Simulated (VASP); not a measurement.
# In (Fd-3m) in VASP: single point with PBE

Aim: the single point of In with PBE.

All numbers are computed with VASP 6.6.1; they aren't measurements. Logs are shortened: lines on timing, memory, paths and dates and some standing lists are left out, and cuts for length are marked.

### 1 The cell of the first run

The structure is cubic, space group Fd-3m (No. 227). Conventional cell: a = 6.728 Å, b = 6.728 Å, c = 6.728 Å, α = 90.00°, β = 90.00°, γ = 90.00°. In (site symmetry -43m) has 4 In at 2.91 Å within 3.8 Å.

This isn't the form of In at room conditions, which is tetragonal.

### 2 Single point, PBE, non-collinear spin, zero start, spin-orbit coupling

File INCAR:

```
SYSTEM = In
ALGO = Normal
EDIFF = 1E-7
ENCUT = 520
GGA = PE
GGA_COMPAT = .False.
ISIF = 2
ISMEAR = -1
LASPH = .True.
LCHARG = .True.
LORBIT = 11
LORBMOM = .True.
LREAL = .False.
LSORBIT = .True.
LVHAR = .True.
LWAVE = .False.
MAGMOM = 0 0 0 0 0 0
NBANDS = 38
NELM = 150
PREC = Accurate
SIGMA = 0.1
```

File KPOINTS:

```
k-points
0
Gamma
  8 8 8
  0 0 0
```

File POSCAR:

```
In
1.0
    0.0000000000      3.3638628127      3.3638628127
    3.3638628127      0.0000000000      3.3638628127
    3.3638628127      3.3638628127      0.0000000000
In
2
Direct
    0.1250000000      0.1250000000      0.1250000000
    0.8750000000      0.8750000000      0.8750000000
```

Potentials or basis: VASP PAW PBE potentials, release 64 (In_d).

On the command line:

```console
cat potpaw_PBE.64/In_d/POTCAR > POTCAR
mpirun -np 1 vasp_ncl > vasp.out
```

OUTCAR:

```text
SYSTEM = In
   EDIFF = 1E-7
   ENCUT = 520
   GGA = PE
   ISIF = 2
   ISMEAR = -1
   LASPH = .True.
   LORBIT = 11
   LREAL = .False.
   LSORBIT = .True.
   NELM = 150
   PREC = Accurate

 ion  position               nearest neighbor table
   1  0.125  0.125  0.125-   2 2.91   2 2.91   2 2.91   2 2.91
   2  0.875  0.875  0.875-   1 2.91   1 2.91   1 2.91   1 2.91

  LATTYP: Found a face centered cubic cell.
 ALAT       =     6.7277256254

  Lattice vectors:

 A1 = (   0.0000000000,   3.3638628127,   3.3638628127)
 A2 = (   3.3638628127,   0.0000000000,   3.3638628127)
 A3 = (   3.3638628127,   3.3638628127,   0.0000000000)

Analysis of symmetry for initial positions (statically):
=====================================================================
 Subroutine PRICEL returns:
 Original cell was already a primitive cell.

 Routine SETGRP: Setting up the symmetry group for a
 face centered cubic supercell.

 Subroutine GETGRP returns: Found 48 space group operations
 (whereof 12 operations were pure point group operations)
 out of a pool of 48 trial point group operations.

The static configuration has the point symmetry D_3d.
 The point group associated with its full space group is O_h .

Analysis of symmetry for dynamics (positions and initial velocities):
=====================================================================
 Subroutine PRICEL returns:
 Original cell was already a primitive cell.

 Routine SETGRP: Setting up the symmetry group for a
 face centered cubic supercell.

 Subroutine GETGRP returns: Found 48 space group operations
 (whereof 12 operations were pure point group operations)
 out of a pool of 48 trial point group operations.

The dynamic configuration has the point symmetry D_3d.
 The point group associated with its full space group is O_h .

Analysis of structural, dynamic, and magnetic symmetry:
=====================================================================
 Subroutine PRICEL returns:
 Original cell was already a primitive cell.

 Routine SETGRP: Setting up the symmetry group for a
 face centered cubic supercell.

 Subroutine GETGRP returns: Found 48 space group operations
 (whereof 12 operations were pure point group operations)
 out of a pool of 48 trial point group operations.

The overall configuration has the point symmetry D_3d.
 The point group associated with its full space group is O_h .

 Subroutine INISYM returns: Found 48 space group operations
 (whereof 12 operations are pure point group operations),
 and found     1 'primitive' translations

----------------------------------------------------------------------------------------

                                     Primitive cell

  volume of cell :      76.1281

  direct lattice vectors                    reciprocal lattice vectors
     0.000000000  3.363862813  3.363862813    -0.148638642  0.148638642  0.148638642
     3.363862813  0.000000000  3.363862813     0.148638642 -0.148638642  0.148638642
     3.363862813  3.363862813  0.000000000     0.148638642  0.148638642 -0.148638642

  length of vectors
     4.757220412  4.757220412  4.757220412     0.257449680  0.257449680  0.257449680

  position of ions in fractional coordinates (direct lattice)
     0.125000000  0.125000000  0.125000000
     0.875000000  0.875000000  0.875000000

  ion indices of the primitive-cell ions
   primitive index   ion index
                 1           1
                 2           2

----------------------------------------------------------------------------------------

 KPOINTS: k-points

Automatic generation of k-mesh.
 Grid dimensions read from file:
 generate k-points for:    8    8    8

 Generating k-lattice:

  Cartesian coordinates                     Fractional coordinates (reciprocal lattice)
[... 99 lines left out ...]

 number of electron      26.0000001 magnetization      -0.0000000     -0.0000000     -0.0000000

 number of electron      26.0000001 magnetization      -0.0000000     -0.0000000      0.0000000

 Free energy of the ion-electron system (eV)
  ---------------------------------------------------
  ext. energy  EPLUGINS =         0.00000000
  ---------------------------------------------------
  free energy    TOTEN  =        -4.54236034 eV

  energy without entropy =       -4.48459873  energy(sigma->0) =       -4.51347953

 E-fermi :   3.5990     XC(G=0):  -8.2908

 val. band max:        3.5807039533   @ k =  -0.3750   0.3750   0.0000
 cond. band min:       3.6420828041   @ k =  -0.2500   0.1250   0.0000
 fundamental gap:      0.0613788508
 Fermi energy:         3.5989556790

 k-point     1 :       0.0000    0.0000    0.0000
  band No.  band energies     occupation
      1     -11.3670      1.00000
      2     -11.3670      1.00000
      3     -11.3670      1.00000
      4     -11.3670      1.00000
      5     -11.2594      1.00000
      6     -11.2594      1.00000
[... 973 lines left out ...]
     37      11.3756      0.00000
     38      11.3756      0.00000

 [... further k-points ...]

------------------------ aborting loop because EDIFF is reached ----------------------------------------

  FORCE on cell =-STRESS in cart. coord.  units (eV):
  Direction    XX          YY          ZZ          XY          YZ          ZX
  --------------------------------------------------------------------------------------
  -------------------------------------------------------------------------------------
  Total       -0.0347582     -0.0347582     -0.0347582      0.0000000     -0.0000000     -0.0000000
  in kB       -0.7315139     -0.7315139     -0.7315139      0.0000000     -0.0000000     -0.0000000
  external PRESSURE =      -0.7315139 kB  Pullay stress =       0.0000000 kB

 VOLUME and BASIS-vectors are now :
 -----------------------------------------------------------------------------
  energy-cutoff  :      520.00
  volume of cell :       76.13
      direct lattice vectors                 reciprocal lattice vectors
     0.000000000  3.363862813  3.363862813    -0.148638642  0.148638642  0.148638642
     3.363862813  0.000000000  3.363862813     0.148638642 -0.148638642  0.148638642
     3.363862813  3.363862813  0.000000000     0.148638642  0.148638642 -0.148638642

 POSITION                                       TOTAL-FORCE (eV/Angst)
 -----------------------------------------------------------------------------------
      0.84097      0.84097      0.84097         0.000000      0.000000      0.000000
      5.88676      5.88676      5.88676        -0.000000     -0.000000     -0.000000
 -----------------------------------------------------------------------------------
    total drift:                               -0.000000      0.000000      0.000000

  FREE ENERGIE OF THE ION-ELECTRON SYSTEM (eV)
  ---------------------------------------------------
  free  energy   TOTEN  =        -4.5423603400 eV

  energy  without entropy=       -4.4845987286  energy(sigma->0) =       -4.51347953

 orbital moment (x)

 # of ion     p       d       tot
 ----------------------------------------
  1         0.000   0.000   0.000
  2         0.000   0.000   0.000
 ----------------------------------------
            0.000   0.000   0.000

 orbital moment (y)

 # of ion     p       d       tot
 ----------------------------------------
  1         0.000  -0.000  -0.000
  2        -0.000  -0.000  -0.000
 ----------------------------------------
           -0.000  -0.000  -0.000

 orbital moment (z)

 # of ion     p       d       tot
 ----------------------------------------
  1         0.000   0.000   0.000
  2         0.000   0.000   0.000
 ----------------------------------------
            0.000   0.000   0.000

 Spin-Orbit-Coupling matrix elements

 Ion:    1  E_soc:     -0.0755734
 l=   1
     0.0000000    -0.0061725    -0.0061725
    -0.0061725     0.0000000    -0.0061725
    -0.0061725    -0.0061725     0.0000000
 l=   2
     0.0000000    -0.0012784     0.0000000    -0.0012784    -0.0051448
    -0.0012784     0.0000000    -0.0038586    -0.0012784    -0.0012862
     0.0000000    -0.0038586     0.0000000    -0.0038586     0.0000000
    -0.0012784    -0.0012784    -0.0038586     0.0000000    -0.0012862
    -0.0051448    -0.0012862     0.0000000    -0.0012862     0.0000000
 l=   3
     0.0000000     0.0000000     0.0000000     0.0000000     0.0000000     0.0000000     0.0000000
     0.0000000     0.0000000     0.0000000     0.0000000     0.0000000     0.0000000     0.0000000
     0.0000000     0.0000000     0.0000000     0.0000000     0.0000000     0.0000000     0.0000000
     0.0000000     0.0000000     0.0000000     0.0000000     0.0000000     0.0000000     0.0000000
     0.0000000     0.0000000     0.0000000     0.0000000     0.0000000     0.0000000     0.0000000
     0.0000000     0.0000000     0.0000000     0.0000000     0.0000000     0.0000000     0.0000000
     0.0000000     0.0000000     0.0000000     0.0000000     0.0000000     0.0000000     0.0000000

 Ion:    2  E_soc:     -0.0755734
 l=   1
     0.0000000    -0.0061725    -0.0061725
    -0.0061725     0.0000000    -0.0061725
    -0.0061725    -0.0061725     0.0000000
 l=   2
     0.0000000    -0.0012784     0.0000000    -0.0012784    -0.0051448
    -0.0012784     0.0000000    -0.0038586    -0.0012784    -0.0012862
     0.0000000    -0.0038586     0.0000000    -0.0038586     0.0000000
    -0.0012784    -0.0012784    -0.0038586     0.0000000    -0.0012862
    -0.0051448    -0.0012862     0.0000000    -0.0012862     0.0000000
 l=   3
     0.0000000     0.0000000     0.0000000     0.0000000     0.0000000     0.0000000     0.0000000
     0.0000000     0.0000000     0.0000000     0.0000000     0.0000000     0.0000000     0.0000000
     0.0000000     0.0000000     0.0000000     0.0000000     0.0000000     0.0000000     0.0000000
     0.0000000     0.0000000     0.0000000     0.0000000     0.0000000     0.0000000     0.0000000
     0.0000000     0.0000000     0.0000000     0.0000000     0.0000000     0.0000000     0.0000000
     0.0000000     0.0000000     0.0000000     0.0000000     0.0000000     0.0000000     0.0000000
     0.0000000     0.0000000     0.0000000     0.0000000     0.0000000     0.0000000     0.0000000

 total charge

# of ion       s       p       d       tot
------------------------------------------
    1        0.976   0.566   9.833  11.375
    2        0.976   0.566   9.833  11.375
--------------------------------------------------
tot          1.952   1.131  19.667  22.750

 magnetization (x)

# of ion       s       p       d       tot
------------------------------------------
    1        0.000  -0.000   0.000  -0.000
    2       -0.000  -0.000   0.000  -0.000
--------------------------------------------------
tot         -0.000  -0.000   0.000  -0.000

 magnetization (y)

# of ion       s       p       d       tot
------------------------------------------
    1       -0.000  -0.000  -0.000  -0.000
    2       -0.000  -0.000   0.000  -0.000
--------------------------------------------------
tot         -0.000  -0.000   0.000  -0.000

 magnetization (z)

# of ion       s       p       d       tot
------------------------------------------
    1       -0.000  -0.000   0.000  -0.000
    2       -0.000  -0.000   0.000  -0.000
--------------------------------------------------
tot         -0.000  -0.000   0.000  -0.000
```

It took 92 s on 1 thread of AMD EPYC 9R45 (Zen 5), shared host; peak memory 0.4 GiB.

Results:

* Free energy: -4.5424 eV
* Pressure: -0.1 GPa
* Net moment: 0.00 μB per cell
* Valence electrons inside the program's atomic spheres: In 11.38

Moments on the atoms (μB; x, y, z):
```
In  0.00 0.00 0.00
In  0.00 0.00 0.00
```
